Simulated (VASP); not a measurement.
# Rb3Ba (Fm-3m) in VASP: single point with PBEsol

Aim: the single point of Rb3Ba with PBEsol.

Everything below comes from runs of VASP 6.6.1. Logs are shortened: lines on timing, memory, paths and dates and some standing lists are left out, and cuts for length are marked.

**1. The cell of the first run**

It takes space group Fm-3m (No. 225, cubic). The conventional cell has a = 11.029 Å, b = 11.029 Å, c = 11.029 Å, α = 90.00°, β = 90.00°, γ = 90.00°.

**2. Single point, PBEsol**

INCAR reads:

```
PREC = Accurate
ENCUT = 520
EDIFF = 1E-6
ISMEAR = 0
SIGMA = 0.1
LREAL = F
LASPH = T
NELM = 100
ALGO = Fast
ISIF = 2
LWAVE = F
LCHARG = T
GGA = PS
LELF = T
LVHAR = T
NBANDS = 26
```

KPOINTS reads:

```
regular mesh
0
Gamma
  8 8 8
```

POSCAR reads:

```
Rb3Ba
1.0
    0.0000000000      5.5144300000      5.5144300000
    5.5144300000      0.0000000000      5.5144300000
    5.5144300000      5.5144300000      0.0000000000
Rb Ba
3 1
Direct
    0.2500000000      0.2500000000      0.2500000000
    0.7500000000      0.7500000000      0.7500000000
    0.5000000000      0.5000000000      0.5000000000
    0.0000000000      0.0000000000      0.0000000000
```

Potentials or basis: VASP PAW PBE potentials, release 64 (Rb_sv, Ba_sv).

Launch:

```sh
> cat potpaw_PBE.64/Rb_sv/POTCAR potpaw_PBE.64/Ba_sv/POTCAR > POTCAR
> mpirun -np 1 vasp_std > vasp.out
```

OUTCAR:

```text
PREC = Accurate
   ENCUT = 520
   EDIFF = 1E-6
   ISMEAR = 0
   LREAL = F
   LASPH = T
   NELM = 100
   ISIF = 2
   GGA = PS

 ion  position               nearest neighbor table
   1  0.250  0.250  0.250-   4 4.78   4 4.78   4 4.78   3 4.78   4 4.78   3 4.78   3 4.78   3 4.78
                             2 5.51   2 5.51   2 5.51   2 5.51   2 5.51   2 5.51
   2  0.750  0.750  0.750-   3 4.78   3 4.78   3 4.78   3 4.78   4 4.78   4 4.78   4 4.78   4 4.78
                             1 5.51   1 5.51   1 5.51   1 5.51   1 5.51   1 5.51
   3  0.500  0.500  0.500-   1 4.78   1 4.78   1 4.78   1 4.78   2 4.78   2 4.78   2 4.78   2 4.78

   4  0.000  0.000  0.000-   2 4.78   2 4.78   2 4.78   1 4.78   2 4.78   1 4.78   1 4.78   1 4.78

  LATTYP: Found a face centered cubic cell.
 ALAT       =    11.0288600000

  Lattice vectors:

 A1 = (   0.0000000000,   5.5144300000,   5.5144300000)
 A2 = (   5.5144300000,   0.0000000000,   5.5144300000)
 A3 = (   5.5144300000,   5.5144300000,   0.0000000000)

Analysis of symmetry for initial positions (statically):
=====================================================================
 Subroutine PRICEL returns:
 Original cell was already a primitive cell.

 Routine SETGRP: Setting up the symmetry group for a
 face centered cubic supercell.

 Subroutine GETGRP returns: Found 48 space group operations
 (whereof 48 operations were pure point group operations)
 out of a pool of 48 trial point group operations.

The static configuration has the point symmetry O_h .

Analysis of symmetry for dynamics (positions and initial velocities):
=====================================================================
 Subroutine PRICEL returns:
 Original cell was already a primitive cell.

 Routine SETGRP: Setting up the symmetry group for a
 face centered cubic supercell.

 Subroutine GETGRP returns: Found 48 space group operations
 (whereof 48 operations were pure point group operations)
 out of a pool of 48 trial point group operations.

The dynamic configuration has the point symmetry O_h .

 Subroutine INISYM returns: Found 48 space group operations
 (whereof 48 operations are pure point group operations),
 and found     1 'primitive' translations

----------------------------------------------------------------------------------------

                                     Primitive cell

  volume of cell :     335.3759

  direct lattice vectors                    reciprocal lattice vectors
     0.000000000  5.514430000  5.514430000    -0.090671203  0.090671203  0.090671203
     5.514430000  0.000000000  5.514430000     0.090671203 -0.090671203  0.090671203
     5.514430000  5.514430000  0.000000000     0.090671203  0.090671203 -0.090671203

  length of vectors
     7.798581695  7.798581695  7.798581695     0.157047130  0.157047130  0.157047130

  position of ions in fractional coordinates (direct lattice)
     0.250000000  0.250000000  0.250000000
     0.750000000  0.750000000  0.750000000
     0.500000000  0.500000000  0.500000000
     0.000000000  0.000000000  0.000000000

  ion indices of the primitive-cell ions
   primitive index   ion index
                 1           1
                 2           2
                 3           3
                 4           4

----------------------------------------------------------------------------------------

 KPOINTS: regular mesh

Automatic generation of k-mesh.
 Grid dimensions read from file:
 generate k-points for:    8    8    8

 Generating k-lattice:

  Cartesian coordinates                     Fractional coordinates (reciprocal lattice)
    -0.011333900  0.011333900  0.011333900     0.125000000  0.000000000  0.000000000
     0.011333900 -0.011333900  0.011333900     0.000000000  0.125000000  0.000000000
     0.011333900  0.011333900 -0.011333900     0.000000000  0.000000000  0.125000000

  Length of vectors
     0.019630891  0.019630891  0.019630891

  Shift w.r.t. Gamma in fractional coordinates (k-lattice)
     0.000000000  0.000000000  0.000000000

 Subroutine IBZKPT returns following result:
 ===========================================

 Found     29 irreducible k-points:

 Following reciprocal coordinates:
            Coordinates               Weight
  0.000000  0.000000  0.000000      1.000000
  0.125000  0.000000  0.000000      8.000000
  0.250000  0.000000  0.000000      8.000000
  0.375000  0.000000  0.000000      8.000000
  0.500000  0.000000  0.000000      4.000000
  0.125000  0.125000  0.000000      6.000000
[... 16 lines left out ...]
  0.500000  0.250000  0.125000     48.000000
 -0.375000  0.250000  0.125000     24.000000
 [... further k-points ...]
   k-points           NKPTS =     29   k-points in BZ     NKDIM =     29   number of bands    NBANDS=     26
   number of dos      NEDOS =    301   number of ions     NIONS =      4
   total plane-waves  NPLWV = 216000
   dimension x,y,z NGX =    60 NGY =   60 NGZ =   60
   dimension x,y,z NGXF=   120 NGYF=  120 NGZF=  120
   ions per type =               3   1
   NGX,Y,Z   is equivalent  to a cutoff of  12.79, 12.79, 12.79 a.u.
   NGXF,Y,Z  is equivalent  to a cutoff of  25.58, 25.58, 25.58 a.u.
 SYSTEM =  unknown system
   PREC   = accura    normal or accurate (medium, high low for compatibility)
   ISTART =      0    job   : 0-new  1-cont  2-samecut
   ICHARG =      2    charge: 1-file 2-atom 10-const
   ISPIN  =      1    spin polarized calculation?
   LNONCOLLINEAR =      F non collinear calculations
   LSORBIT =      F    spin-orbit coupling
   LASPH  =      T    aspherical Exc in radial PAW
   ENCUT  =  520.0 eV  38.22 Ry    6.18 a.u.  14.50 14.50 14.50*2*pi/ulx,y,z
   NELM   =    100;   NELMIN=  2; NELMDL= -5     # of ELM steps
   EDIFF  = 0.1E-05   stopping-criterion for ELM
   LREAL  =      F    real-space projection
   EDIFFG = 0.1E-04   stopping-criterion for IOM
   NSW    =      0    number of steps for IOM
   IBRION =     -1    ionic relax: 0-MD 1-quasi-New 2-CG
   NFREE  =      0    steps in history (QN), initial steepest desc. (CG)
   ISIF   =      2    stress and relaxation
   ISYM   =      2    0-nonsym 1-usesym 2-fastsym
   POTIM  = 0.5000    time-step for ionic-motion
   TEBEG  =    0.0;   TEEND  =   0.0 temperature during run
   PSTRESS=    0.0 pullay stress
   NELECT =      37.0000    total number of electrons
   NUPDOWN=      -1.0000    fix difference up-down
   EMIN   =  10.00;   EMAX   =-10.00  energy-range for DOS
   EFERMI =   0.00;   METHOD = LEGACY
   ISMEAR =     0;   SIGMA  =   0.10  broadening in eV -4-tet -1-fermi 0-gaus
   EFERMI_NEDOS =   21; number of points for ismear=-14 and -15
   IALGO  =     68    algorithm
   IMIX   =      4    mixing-type and parameters
     AMIX     =   0.40;   BMIX     =  1.00
     AMIX_MAG =   1.60;   BMIX_MAG =  1.00
  volume/ion in A,a.u.               =      83.84       565.81
  Fermi-wavevector in a.u.,A,eV,Ry     =   0.785172  1.483760  8.387924  0.616495
  Thomas-Fermi vector in A             =   1.889454
   LORBIT       =      0    0 simple, 1 ext, 2 COOP (PROOUT), +10 PAW based schemes
   GGA     = PS    functional components
   LHFCALC =     F    Hartree Fock is set to
   AEXX    =    0.0000 exact exchange contribution
   IVDW    =     0    specifies the selected vdW correction
   LEPSILON=     F    determine dielectric tensor
   LRPA    =     F    only Hartree local field effects (RPA)
 non-spin polarized calculation
 RMM-DIIS sequential band-by-band and
 Gauss-broadening in eV      SIGMA  =   0.10
  energy-cutoff  :      520.00
  volume of cell :      335.38
 maximum number of plane-waves:      9185
 NGX is ok and might be reduce to    60
   NGX = 29   NGY = 29   NGZ = 29

 number of electron      37.0000000 magnetization

 Free energy of the ion-electron system (eV)
  ---------------------------------------------------
  ext. energy  EPLUGINS =         0.00000000
  ---------------------------------------------------
  free energy    TOTEN  =        -4.60897979 eV

  energy without entropy =       -4.58290890  energy(sigma->0) =       -4.59594435

 E-fermi :   0.2122     XC(G=0):  -5.9759

 val. band max:        0.2118539027   @ k =   0.3750   0.3750   0.0000
 cond. band min:       0.2428615905   @ k =  -0.3750   0.3750   0.0000
 fundamental gap:      0.0310076877
 Fermi energy:         0.2121591009

 k-point     1 :       0.0000    0.0000    0.0000
  band No.  band energies     occupation
      1     -29.8626      2.00000
      2     -28.3345      2.00000
      3     -28.2531      2.00000
      4     -28.2523      2.00000
      5     -14.9596      2.00000
      6     -14.9596      2.00000
[... 18 lines left out ...]
     25       1.4898      0.00000
     26       2.9837      0.00000

 k-point     2 :       0.1250    0.0000    0.0000
  band No.  band energies     occupation
      1     -29.8626      2.00000
      2     -28.3345      2.00000
      3     -28.2531      2.00000
      4     -28.2523      2.00000
      5     -14.9597      2.00000
      6     -14.9596      2.00000
[... 18 lines left out ...]
     25       1.4935      0.00000
     26       2.9721      0.00000

 k-point     3 :       0.2500    0.0000    0.0000
  band No.  band energies     occupation
      1     -29.8626      2.00000
      2     -28.3345      2.00000
      3     -28.2531      2.00000
      4     -28.2524      2.00000
      5     -14.9597      2.00000
      6     -14.9597      2.00000
[... 18 lines left out ...]
     25       1.4804      0.00000
     26       2.5347      0.00000

 k-point     4 :       0.3750    0.0000    0.0000
  band No.  band energies     occupation
      1     -29.8626      2.00000
      2     -28.3344      2.00000
      3     -28.2530      2.00000
      4     -28.2526      2.00000
      5     -14.9598      2.00000
      6     -14.9598      2.00000
[... 18 lines left out ...]
     25       1.4028      0.00000
     26       2.0668      0.00000
[... 496 lines left out ...]
      1     -29.8626      2.00000
      2     -28.3344      2.00000
      3     -28.2530      2.00000
      4     -28.2525      2.00000
      5     -14.9599      2.00000
      6     -14.9599      2.00000
[... 18 lines left out ...]
     25       1.4642      0.00000
     26       2.5087      0.00000

 k-point    23 :       0.5000    0.2500    0.1250
  band No.  band energies     occupation
      1     -29.8626      2.00000
      2     -28.3344      2.00000
      3     -28.2529      2.00000
      4     -28.2527      2.00000
      5     -14.9599      2.00000
      6     -14.9599      2.00000
[... 18 lines left out ...]
     25       1.4486      0.00000
     26       2.3206      0.00000

 k-point    24 :      -0.3750    0.2500    0.1250
  band No.  band energies     occupation
      1     -29.8626      2.00000
      2     -28.3344      2.00000
      3     -28.2528      2.00000
      4     -28.2528      2.00000
      5     -14.9600      2.00000
      6     -14.9599      2.00000
[... 18 lines left out ...]
     25       1.4131      0.00000
     26       2.2775      0.00000

 [... further k-points ...]
[... 5 lines left out ...]
  --------------------------------------------------------------------------------------
  -------------------------------------------------------------------------------------
  Total       -0.5063095     -0.5063095     -0.5063095      0.0000000     -0.0000000      0.0000000
  in kB       -2.4187711     -2.4187711     -2.4187711      0.0000000     -0.0000000      0.0000000
  external PRESSURE =      -2.4187711 kB  Pullay stress =       0.0000000 kB

 VOLUME and BASIS-vectors are now :
 -----------------------------------------------------------------------------
  energy-cutoff  :      520.00
  volume of cell :      335.38
      direct lattice vectors                 reciprocal lattice vectors
     0.000000000  5.514430000  5.514430000    -0.090671203  0.090671203  0.090671203
     5.514430000  0.000000000  5.514430000     0.090671203 -0.090671203  0.090671203
     5.514430000  5.514430000  0.000000000     0.090671203  0.090671203 -0.090671203

 POSITION                                       TOTAL-FORCE (eV/Angst)
 -----------------------------------------------------------------------------------
      2.75721      2.75721      2.75721        -0.000000     -0.000000     -0.000000
      8.27164      8.27164      8.27164         0.000000      0.000000      0.000000
      5.51443      5.51443      5.51443        -0.000000     -0.000000      0.000000
      0.00000      0.00000      0.00000        -0.000000     -0.000000      0.000000
 -----------------------------------------------------------------------------------
    total drift:                                0.000000      0.000000     -0.000000

  FREE ENERGIE OF THE ION-ELECTRON SYSTEM (eV)
  ---------------------------------------------------
  free  energy   TOTEN  =        -4.6089797948 eV

  energy  without entropy=       -4.5829089038  energy(sigma->0) =       -4.59594435
```

It took 6.8 min on 1 thread of Intel Xeon Platinum 8259CL at 2.50GHz (Skylake/Cascade Lake), shared host; peak memory 0.62 GiB.

What came out:

- Free energy: -4.6090 eV
- Pressure: -0.2 GPa
- Band gap on the k mesh: zero (an odd number of electrons rules out a gap without spin polarisation)

Caveat: the PAW data sets were made with another functional, which shifts forces and pressure a little; spin-orbit coupling is left out, which moves the levels of the heavy elements.
